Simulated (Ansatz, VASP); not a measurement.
## TiB2 in VASP and in Ansatz

INCAR

```
  PREC = Accurate
  ENCUT = 520
  EDIFF = 1E-6
  ISMEAR = 0
  SIGMA = 0.1
  LREAL = False
  LASPH = True
  NELM = 100
  ALGO = Normal
  ISIF = 2
  LWAVE = False
  LCHARG = True
  LELF = True
  LVHAR = True
  NBANDS = 16
```

Contents of KPOINTS:

```
Automatic mesh
0
Gamma
  18 18 14
```

The input POSCAR:

```
TiB2
1.0
    3.0318049187      0.0000000000      0.0000000000
   -1.5159024594      2.6256200789      0.0000000000
    0.0000000000      0.0000000000      3.2242298103
Ti B
1 2
Direct
    0.0000000000      0.0000000000      0.0000000000
    0.3333333333      0.6666666667      0.5000000000
    0.6666666667      0.3333333333      0.5000000000
```

Input for Ansatz:

```yaml
crystal:
  lattice:
    - [3.0318049187, 0.0, 0.0]
    - [-1.5159024594, 2.6256200789, 0.0]
    - [0.0, 0.0, 3.2242298103]
  atoms:
    - { symbol: Ti, position: [0.0, 0.0, 0.0] }
    - { symbol: B, position: [0.3333333333, 0.6666666667, 0.5] }
    - { symbol: B, position: [0.6666666667, 0.3333333333, 0.5] }
basis:
  ecutwfc: 420
kpoints:
  mp_grid: { grid: [18, 18, 14] }
  band_path:
    path:
      - [[0.0, 0.0, 0.0], [0.5, 0.0, 0.0], [0.33333333, 0.33333333, 0.0], [0.0, 0.0, 0.0], [0.0, 0.0, 0.5], [0.5, 0.0, 0.5], [0.33333333, 0.33333333, 0.5], [0.0, 0.0, 0.5]]
      - [[0.5, 0.0, 0.5], [0.5, 0.0, 0.0]]
      - [[0.33333333, 0.33333333, 0.5], [0.33333333, 0.33333333, 0.0]]
    npoints: 14
hamiltonian:
  xc: lda
scf:
  occupations: { method: gaussian, width: 0.1 }
  n_extra_bands: 7
output:
  forces: true
  stress: true
  eigenvalues: true
  populations: true
  dos: { projected: true, de: 0.02, nscf_kmesh: { grid: [27, 27, 21] } }
  bader: true
```

Alike in both runs: task single point; functional LDA; k mesh 18 × 18 × 14; occupations gaussian, width 0.1 eV; no spin polarisation.

|  | VASP | Ansatz |
| --- | --- | --- |
| version | VASP 6.6.1 | Ansatz 0.2.0 |
| potentials or method | VASP PAW LDA potentials, release 64 (Ti_sv, B), cutoff 520 eV | scalar-relativistic, plane waves, PAW |
| valence electrons in the cell | 18 | 18 |

```tsv
	VASP	Ansatz	Ansatz less VASP
gap on the k mesh at the Fermi level (eV)	none	none	-
pressure (GPa)	-10.9	-11.5	-0.51
traceless stress, the component that is largest in VASP (GPa)	-0.42	-0.42	+0.001
```

LDA's correlation is that of Perdew and Zunger in VASP and of Perdew and Wang (1992) in Ansatz. A gap of «none» marks a metal or a gap that the smearing closes.
